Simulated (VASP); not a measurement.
A run of VASP 6.6.1 is set up as follows.

Contents of INCAR:

```
SYSTEM = Te
PREC = Accurate
ENCUT = 520
EDIFF = 1E-6
ISMEAR = -1
SIGMA = 0.1
LREAL = .FALSE.
LASPH = .TRUE.
NELM = 60
ALGO = Normal
ISIF = 2
LWAVE = .FALSE.
LCHARG = .FALSE.
GGA = PS
NBANDS = 13
```

The input KPOINTS:

```
Automatic mesh
0
G
  10 10 10
  0 0 0
```

Contents of POSCAR:

```
Te
1.0
   -2.9577914600      3.8759656600      1.5351528900
    2.9577914600     -3.8759656600      1.5351528900
    2.9577914600      3.8759656600     -1.5351528900
Te
2
Direct
    0.9990709802      0.2490709802      0.7500000000
   -0.0316410260      0.7183589740      0.2500000000
```

Potentials or basis: VASP PAW PBE potentials, release 64 (Te).

Run with:

```sh
$ cat potpaw_PBE.64/Te/POTCAR > POTCAR
$ mpirun -np 1 vasp_std > vasp.out
```

**Question.** Estimate the band gap on the k mesh.

**Answer.** Zero (bands 6 and 7 overlap by 3.75 eV).

**Question.** What does it give for the pressure?

**Answer.** -1.5 GPa.

Forces in eV/Å, atoms in the order of the input:
```
Te   0.000  0.000 -0.037
Te   0.000  0.000  0.037
```

Caveat: the PAW data sets were made with another functional, which shifts forces and pressure a little; spin-orbit coupling is left out, which moves the levels of the heavy elements.
